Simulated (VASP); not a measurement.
# Rb (Cmcm) in VASP: notebook

Runs on Rb. Level: PBE. Tasks: single point.

Program: VASP 6.6.1. These are calculated values, not measurements. Logs are shortened: lines on timing, memory, paths and dates and some standing lists are left out, and cuts for length are marked.

### Step 1. The cell of the first run

Symmetry: Cmcm, No. 63, orthorhombic system. The conventional cell has a = 3.682 Å, b = 6.404 Å, c = 6.107 Å, α = 90.00°, β = 90.00°, γ = 90.00°. Rb (site symmetry m2m) has 12 Rb at 3.68 to 3.72 Å within 4.8 Å.

This isn't the form of Rb at room conditions, which is bcc.

### Step 2. Single point, PBE

INCAR

```
PREC = Accurate
ENCUT = 520
EDIFF = 1E-6
ISMEAR = 0
SIGMA = 0.1
LREAL = False
LASPH = True
NELM = 60
ALGO = Fast
ISIF = 2
LWAVE = False
LCHARG = False
GGA = PE
NBANDS = 16
```

KPOINTS

```
regular mesh
0
Gamma
  12 12 6
```

POSCAR

```
Rb
1.0
    1.8407969578     -3.2022046721      0.0000000000
    1.8407969578      3.2022046721      0.0000000000
    0.0000000000      0.0000000000      6.1065950393
Rb
2
Direct
    0.8341853426      0.1658146574      0.7500000000
    0.1658146574      0.8341853426      0.2500000000
```

Potentials or basis: VASP PAW PBE potentials, release 64 (Rb_sv).

The run is started by

```sh
cat potpaw_PBE.64/Rb_sv/POTCAR > POTCAR
mpirun -np 1 vasp_std > vasp.out
```

OUTCAR:

```text
PREC = Accurate
   ENCUT = 520
   EDIFF = 1E-6
   ISMEAR = 0
   LREAL = False
   LASPH = True
   NELM = 60
   ISIF = 2
   GGA = PE

 ion  position               nearest neighbor table
   1  0.834  0.166  0.750-   2 3.72   2 3.72   2 3.72   2 3.72   2 3.72   2 3.72   2 5.23   2 5.23
                             2 5.23   2 5.23   2 5.26   2 5.26
   2  0.166  0.834  0.250-   1 3.72   1 3.72   1 3.72   1 3.72   1 3.72   1 3.72   1 5.23   1 5.23
                             1 5.23   1 5.23   1 5.26   1 5.26

  LATTYP: Found a base centered orthorhombic cell.
 ALAT       =     3.6815939156
 B/A-ratio  =     1.7395751653
 C/A-ratio  =     1.6586824020

  Lattice vectors:

 A1 = (   1.8407969578,  -3.2022046721,   0.0000000000)
 A2 = (   1.8407969578,   3.2022046721,   0.0000000000)
 A3 = (   0.0000000000,   0.0000000000,   6.1065950393)

Analysis of symmetry for initial positions (statically):
=====================================================================
 Subroutine PRICEL returns:
 Original cell was already a primitive cell.

 Routine SETGRP: Setting up the symmetry group for a
 base centered orthorhombic supercell.

 Subroutine GETGRP returns: Found  8 space group operations
 (whereof  4 operations were pure point group operations)
 out of a pool of  8 trial point group operations.

The static configuration has the point symmetry C_2h.
 The point group associated with its full space group is D_2h.

Analysis of symmetry for dynamics (positions and initial velocities):
=====================================================================
 Subroutine PRICEL returns:
 Original cell was already a primitive cell.

 Routine SETGRP: Setting up the symmetry group for a
 base centered orthorhombic supercell.

 Subroutine GETGRP returns: Found  8 space group operations
 (whereof  4 operations were pure point group operations)
 out of a pool of  8 trial point group operations.

The dynamic configuration has the point symmetry C_2h.
 The point group associated with its full space group is D_2h.

 Subroutine INISYM returns: Found  8 space group operations
 (whereof  4 operations are pure point group operations),
 and found     1 'primitive' translations

----------------------------------------------------------------------------------------

                                     Primitive cell

  volume of cell :      71.9920

  direct lattice vectors                    reciprocal lattice vectors
     1.840796958 -3.202204672  0.000000000     0.271621483 -0.156142424  0.000000000
     1.840796958  3.202204672  0.000000000     0.271621483  0.156142424  0.000000000
     0.000000000  0.000000000  6.106595039     0.000000000  0.000000000  0.163757379

  length of vectors
     3.693595566  3.693595566  6.106595039     0.313302867  0.313302867  0.163757379

  position of ions in fractional coordinates (direct lattice)
     0.834185343  0.165814657  0.750000000
     0.165814657  0.834185343  0.250000000

  ion indices of the primitive-cell ions
   primitive index   ion index
                 1           1
                 2           2

----------------------------------------------------------------------------------------

 KPOINTS: regular mesh

Automatic generation of k-mesh.
 Grid dimensions read from file:
 generate k-points for:   12   12    6

 Generating k-lattice:

  Cartesian coordinates                     Fractional coordinates (reciprocal lattice)
     0.022635124 -0.013011869  0.000000000     0.083333333 -0.000000000  0.000000000
     0.022635124  0.013011869  0.000000000    -0.000000000  0.083333333  0.000000000
     0.000000000  0.000000000  0.027292897     0.000000000  0.000000000  0.166666667

  Length of vectors
     0.026108572  0.026108572  0.027292897

  Shift w.r.t. Gamma in fractional coordinates (k-lattice)
     0.000000000  0.000000000  0.000000000

 Subroutine IBZKPT returns following result:
 ===========================================

 Found    172 irreducible k-points:

 Following reciprocal coordinates:
            Coordinates               Weight
  0.000000  0.000000  0.000000      1.000000
  0.083333 -0.000000  0.000000      4.000000
  0.166667  0.000000  0.000000      4.000000
  0.250000  0.000000  0.000000      4.000000
  0.333333  0.000000  0.000000      4.000000
  0.416667  0.000000  0.000000      4.000000
[... 16 lines left out ...]
  0.500000  0.166667  0.000000      4.000000
 -0.416667  0.166667  0.000000      4.000000
 [... further k-points ...]
   k-points           NKPTS =    172   k-points in BZ     NKDIM =    172   number of bands    NBANDS=     16
   number of dos      NEDOS =    301   number of ions     NIONS =      2
   total plane-waves  NPLWV =  37632
   dimension x,y,z NGX =    28 NGY =   28 NGZ =   48
   dimension x,y,z NGXF=    56 NGYF=   56 NGZF=   96
   ions per type =               2
   NGX,Y,Z   is equivalent  to a cutoff of  12.60, 12.60, 13.07 a.u.
   NGXF,Y,Z  is equivalent  to a cutoff of  25.21, 25.21, 26.14 a.u.
 SYSTEM =  unknown system
   PREC   = accura    normal or accurate (medium, high low for compatibility)
   ISTART =      0    job   : 0-new  1-cont  2-samecut
   ICHARG =      2    charge: 1-file 2-atom 10-const
   ISPIN  =      1    spin polarized calculation?
   LNONCOLLINEAR =      F non collinear calculations
   LSORBIT =      F    spin-orbit coupling
   LASPH  =      T    aspherical Exc in radial PAW
   ENCUT  =  520.0 eV  38.22 Ry    6.18 a.u.   6.87  6.87 11.35*2*pi/ulx,y,z
   NELM   =     60;   NELMIN=  2; NELMDL= -5     # of ELM steps
   EDIFF  = 0.1E-05   stopping-criterion for ELM
   LREAL  =      F    real-space projection
   EDIFFG = 0.1E-04   stopping-criterion for IOM
   NSW    =      0    number of steps for IOM
   IBRION =     -1    ionic relax: 0-MD 1-quasi-New 2-CG
   NFREE  =      0    steps in history (QN), initial steepest desc. (CG)
   ISIF   =      2    stress and relaxation
   ISYM   =      2    0-nonsym 1-usesym 2-fastsym
   POTIM  = 0.5000    time-step for ionic-motion
   TEBEG  =    0.0;   TEEND  =   0.0 temperature during run
   PSTRESS=    0.0 pullay stress
   NELECT =      18.0000    total number of electrons
   NUPDOWN=      -1.0000    fix difference up-down
   EMIN   =  10.00;   EMAX   =-10.00  energy-range for DOS
   EFERMI =   0.00;   METHOD = LEGACY
   ISMEAR =     0;   SIGMA  =   0.10  broadening in eV -4-tet -1-fermi 0-gaus
   EFERMI_NEDOS =   21; number of points for ismear=-14 and -15
   IALGO  =     68    algorithm
   IMIX   =      4    mixing-type and parameters
     AMIX     =   0.40;   BMIX     =  1.00
     AMIX_MAG =   1.60;   BMIX_MAG =  1.00
  volume/ion in A,a.u.               =      36.00       242.91
  Fermi-wavevector in a.u.,A,eV,Ry     =   1.031346  1.948961 14.472165  1.063674
  Thomas-Fermi vector in A             =   2.165489
   LORBIT       =      0    0 simple, 1 ext, 2 COOP (PROOUT), +10 PAW based schemes
   GGA     = PE    functional components
   LHFCALC =     F    Hartree Fock is set to
   AEXX    =    0.0000 exact exchange contribution
   IVDW    =     0    specifies the selected vdW correction
   LEPSILON=     F    determine dielectric tensor
   LRPA    =     F    only Hartree local field effects (RPA)
 non-spin polarized calculation
 RMM-DIIS sequential band-by-band and
 Gauss-broadening in eV      SIGMA  =   0.10
  energy-cutoff  :      520.00
  volume of cell :       71.99
 maximum number of plane-waves:      1954
   NGX = 13   NGY = 13   NGZ = 23

 number of electron      18.0000000 magnetization

 Free energy of the ion-electron system (eV)
  ---------------------------------------------------
  ext. energy  EPLUGINS =         0.00000000
  ---------------------------------------------------
  free energy    TOTEN  =         0.31344256 eV

  energy without entropy =        0.32568149  energy(sigma->0) =        0.31956202

 E-fermi :   3.4490     XC(G=0):  -8.3306

 val. band max:        3.4180727887   @ k =   0.4167   0.0000   0.3333
 cond. band min:       3.4682320432   @ k =   0.5000   0.1667   0.1667
 fundamental gap:      0.0501592546
 Fermi energy:         3.4489820305

 k-point     1 :       0.0000    0.0000    0.0000
  band No.  band energies     occupation
      1     -25.8385      2.00000
      2     -25.6490      2.00000
      3     -10.6961      2.00000
      4      -9.3970      2.00000
      5      -9.3867      2.00000
      6      -9.2457      2.00000
[... 8 lines left out ...]
     15       8.1383      0.00000
     16       8.1822      0.00000

 k-point     2 :       0.0833   -0.0000    0.0000
  band No.  band energies     occupation
      1     -25.8266      2.00000
      2     -25.6427      2.00000
      3     -10.6634      2.00000
      4      -9.4770      2.00000
      5      -9.4197      2.00000
      6      -9.3227      2.00000
[... 8 lines left out ...]
     15       7.8682      0.00000
     16       8.3245      0.00000

 k-point     3 :       0.1667    0.0000    0.0000
  band No.  band energies     occupation
      1     -25.7936      2.00000
      2     -25.6259      2.00000
      3     -10.5694      2.00000
      4      -9.7132      2.00000
      5      -9.5567      2.00000
      6      -9.4861      2.00000
[... 8 lines left out ...]
     15       8.0323      0.00000
     16       8.1427      0.00000

 k-point     4 :       0.2500    0.0000    0.0000
  band No.  band energies     occupation
      1     -25.7464      2.00000
      2     -25.6043      2.00000
      3     -10.4267      2.00000
      4     -10.0266      2.00000
      5      -9.8440      2.00000
      6      -9.5704      2.00000
[... 8 lines left out ...]
     15       7.8421      0.00000
     16       8.7986      0.00000

 k-point     5 :       0.3333    0.0000    0.0000
  band No.  band energies     occupation
      1     -25.6955      2.00000
      2     -25.5857      2.00000
      3     -10.3252      2.00000
      4     -10.2570      2.00000
      5     -10.1064      2.00000
      6      -9.6500      2.00000
[... 8 lines left out ...]
     15       7.4585      0.00000
     16       9.6873      0.00000

 k-point     6 :       0.4167    0.0000    0.0000
  band No.  band energies     occupation
      1     -25.6537      2.00000
      2     -25.5761      2.00000
      3     -10.5339      2.00000
      4     -10.2873      2.00000
      5     -10.0969      2.00000
      6      -9.7059      2.00000
[... 8 lines left out ...]
     15       7.3318      0.00000
     16      10.7095      0.00000

 k-point     7 :       0.5000    0.0000    0.0000
  band No.  band energies     occupation
      1     -25.6362      2.00000
      2     -25.5746      2.00000
      3     -10.6083      2.00000
      4     -10.3516      2.00000
      5     -10.0203      2.00000
      6      -9.7259      2.00000
[... 8 lines left out ...]
     15       7.5064      0.00000
     16      11.4006      0.00000

 k-point     8 :       0.0833    0.0833    0.0000
  band No.  band energies     occupation
      1     -25.8041      2.00000
      2     -25.6310      2.00000
      3     -10.5999      2.00000
      4      -9.6180      2.00000
      5      -9.5446      2.00000
      6      -9.4169      2.00000
[... 8 lines left out ...]
     15       7.9333      0.00000
     16       8.0656      0.00000

 k-point     9 :       0.1667    0.0833    0.0000
  band No.  band energies     occupation
      1     -25.7639      2.00000
      2     -25.6118      2.00000
      3     -10.4813      2.00000
      4      -9.8764      2.00000
      5      -9.7800      2.00000
      6      -9.5182      2.00000
[... 8 lines left out ...]
     15       8.1146      0.00000
     16       8.3733      0.00000
[... 172 lines left out ...]
 k-point    19 :       0.1667    0.1667    0.0000
  band No.  band energies     occupation
      1     -25.7215      2.00000
      2     -25.5941      2.00000
      3     -10.3474      2.00000
      4     -10.0572      2.00000
      5     -10.0352      2.00000
      6      -9.6065      2.00000
[... 8 lines left out ...]
     15       7.7605      0.00000
     16       8.7465      0.00000

 k-point    20 :       0.2500    0.1667    0.0000
  band No.  band energies     occupation
      1     -25.6756      2.00000
      2     -25.5796      2.00000
      3     -10.2953      2.00000
      4     -10.1868      2.00000
      5     -10.1715      2.00000
      6      -9.7397      2.00000
[... 8 lines left out ...]
     15       7.3067      0.00000
     16       9.3534      0.00000

 k-point    21 :       0.3333    0.1667    0.0000
  band No.  band energies     occupation
      1     -25.6371      2.00000
      2     -25.5738      2.00000
      3     -10.4603      2.00000
      4     -10.2492      2.00000
      5     -10.0308      2.00000
      6      -9.8598      2.00000
[... 8 lines left out ...]
     15       7.3052      0.00000
     16      10.0723      0.00000

 k-point    22 :       0.4167    0.1667    0.0000
  band No.  band energies     occupation
      1     -25.6203      2.00000
      2     -25.5748      2.00000
      3     -10.5170      2.00000
      4     -10.2705      2.00000
      5      -9.9506      2.00000
      6      -9.9101      2.00000
[... 8 lines left out ...]
     15       7.5853      0.00000
     16      10.6413      0.00000

 k-point    23 :       0.5000    0.1667    0.0000
  band No.  band energies     occupation
      1     -25.6375      2.00000
      2     -25.5746      2.00000
      3     -10.4554      2.00000
      4     -10.2419      2.00000
      5     -10.0306      2.00000
      6      -9.8642      2.00000
[... 8 lines left out ...]
     15       7.3259      0.00000
     16      10.0688      0.00000

 k-point    24 :      -0.4167    0.1667    0.0000
  band No.  band energies     occupation
      1     -25.6764      2.00000
      2     -25.5808      2.00000
      3     -10.2871      2.00000
      4     -10.1871      2.00000
      5     -10.1626      2.00000
      6      -9.7433      2.00000
[... 8 lines left out ...]
     15       7.2737      0.00000
     16       9.3405      0.00000

 [... further k-points ...]

------------------------ aborting loop because EDIFF is reached ----------------------------------------

  FORCE on cell =-STRESS in cart. coord.  units (eV):
  Direction    XX          YY          ZZ          XY          YZ          ZX
  --------------------------------------------------------------------------------------
  -------------------------------------------------------------------------------------
  Total        5.4270844      5.4085899      5.4083758      0.0000000     -0.0000000      0.0000000
  in kB      120.7794563    120.3678618    120.3630969      0.0000000     -0.0000000      0.0000000
  external PRESSURE =     120.5034717 kB  Pullay stress =       0.0000000 kB

 VOLUME and BASIS-vectors are now :
 -----------------------------------------------------------------------------
  energy-cutoff  :      520.00
  volume of cell :       71.99
      direct lattice vectors                 reciprocal lattice vectors
     1.840796958 -3.202204672  0.000000000     0.271621483 -0.156142424  0.000000000
     1.840796958  3.202204672  0.000000000     0.271621483  0.156142424  0.000000000
     0.000000000  0.000000000  6.106595039     0.000000000  0.000000000  0.163757379

 POSITION                                       TOTAL-FORCE (eV/Angst)
 -----------------------------------------------------------------------------------
      1.84080     -2.14026      4.57995         0.000000      0.000716     -0.000000
      1.84080      2.14026      1.52665         0.000000     -0.000716      0.000000
 -----------------------------------------------------------------------------------
    total drift:                                0.000000     -0.000000      0.000000

  FREE ENERGIE OF THE ION-ELECTRON SYSTEM (eV)
  ---------------------------------------------------
  free  energy   TOTEN  =         0.3134425597 eV

  energy  without entropy=        0.3256814902  energy(sigma->0) =        0.31956202
```

It took 2.8 min on 1 thread of Intel Xeon Platinum 8259CL at 2.50GHz (Skylake/Cascade Lake), shared host; peak memory 0.29 GiB.

What came out:

| Quantity | Value |
| --- | --- |
| Free energy | 0.3134 eV |
| Pressure | 12.1 GPa |
| Band gap on the k mesh | zero (bands 9 and 10 overlap by 2.56 eV) |

Levels at points of the mesh, in eV from the Fermi level:
| k point | band 6 | band 7 | band 8 | band 9 | band 10 | band 11 | band 12 | band 13 |
| --- | --- | --- | --- | --- | --- | --- | --- | --- |
| (0.00, 0.00, 0.00) | -12.69 | -12.68 | -12.68 | -3.07 | -0.41 | 2.48 | 3.84 | 3.87 |
| (0.50, 0.00, 0.00) | -13.17 | -13.01 | -12.87 | 0.06 | 0.08 | 0.28 | 2.10 | 3.17 |
| (0.50, 0.50, 0.00) | -13.16 | -13.02 | -12.86 | 0.07 | 0.09 | 0.30 | 2.08 | 3.11 |
| (0.00, 0.00, 0.50) | -12.76 | -12.76 | -12.76 | -1.54 | -1.54 | 2.53 | 2.53 | 3.91 |
| (0.50, 0.00, 0.50) | -13.05 | -13.02 | -13.02 | -0.39 | -0.39 | 1.69 | 1.69 | 3.37 |
| (0.50, 0.50, 0.50) | -13.05 | -13.01 | -13.01 | -0.40 | -0.40 | 1.70 | 1.70 | 3.34 |

Caveat: the cell stands under pressure.

(Continued in part 2 of 3.)

The gap in the log of VASP goes by the Fermi energy; the results here count the filled bands.